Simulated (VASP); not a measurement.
Here is a VASP 6.6.1 calculation.

The input INCAR:

```
  PREC = Accurate
  ENCUT = 520
  EDIFF = 1E-6
  ISMEAR = -1
  SIGMA = 0.05
  LREAL = F
  LASPH = T
  NELM = 100
  ALGO = Normal
  ISIF = 2
  LWAVE = F
  LCHARG = F
  GGA = PE
  NBANDS = 18
```

Contents of KPOINTS:

```
regular mesh
0
Gamma
  13 13 13
```

POSCAR

```
Si2Mo
1.0
   -1.6105963353      1.6105963353      3.9565305599
    1.6105963353     -1.6105963353      3.9565305599
    1.6105963353      1.6105963353     -3.9565305599
Si Mo
2 1
Direct
    0.3330000000      0.3330000000      0.0000000000
    0.6670000000      0.6670000000      0.0000000000
    0.0000000000      0.0000000000      0.0000000000
```

Potentials or basis: VASP PAW PBE potentials, release 64 (Si, Mo_sv).

Command:

```bash
$ cat potpaw_PBE.64/Si/POTCAR potpaw_PBE.64/Mo_sv/POTCAR > POTCAR
$ mpirun -np 1 vasp_std > vasp.out
```

Question: Predict the band gap on the k mesh.

Answer: Zero (band 11 reaches 12.46 eV, above the bottom of band 12 at 11.52 eV).

Question: Estimate the pressure.

Answer: -1.7 GPa.

Question: What does it give for the largest force?

Answer: 0.308 eV/Å.

Stress tensor (GPa, compression positive):
```
-1.16  0.00  0.00
 0.00 -1.16  0.00
 0.00  0.00 -2.89
```
